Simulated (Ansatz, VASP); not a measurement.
## One calculation of Be2S, two programs

```
CELL_PARAMETERS angstrom
-2.29392 2.29392 3.17887
2.29392 -2.29392 3.17887
2.29392 2.29392 -3.17887
ATOMIC_POSITIONS crystal
Be 0.31779 0.18224 0.49999
Be 0.81780 0.31779 0.13555
Be 0.68225 0.81780 0.50001
Be 0.18224 0.68225 0.86445
S 0.74996 0.74996 0.00000
S 0.24996 0.24996 0.00000
```

Alike in both runs: functional PBE; k mesh 6 × 6 × 6; occupations gaussian, width 0.1 eV; no spin polarisation.

Ansatz relaxed the structure, and its values are those at the end. VASP's run is a single point on that final structure, the one shown.

|  | VASP | Ansatz |
| --- | --- | --- |
| version | VASP 6.6.1 | Ansatz 0.2.0 |
| potentials or method | VASP PAW PBE potentials, release 64 (Be, S), cutoff 520 eV | scalar-relativistic, plane waves, PAW |
| valence electrons in the cell | 20 | 20 |

```tsv
	VASP	Ansatz	Ansatz less VASP
gap on the k mesh at the Fermi level (eV)	none	none	-
pressure (GPa)	0.0	0.0	+0.01
```

A gap of «none» marks a metal or a gap that the smearing closes.
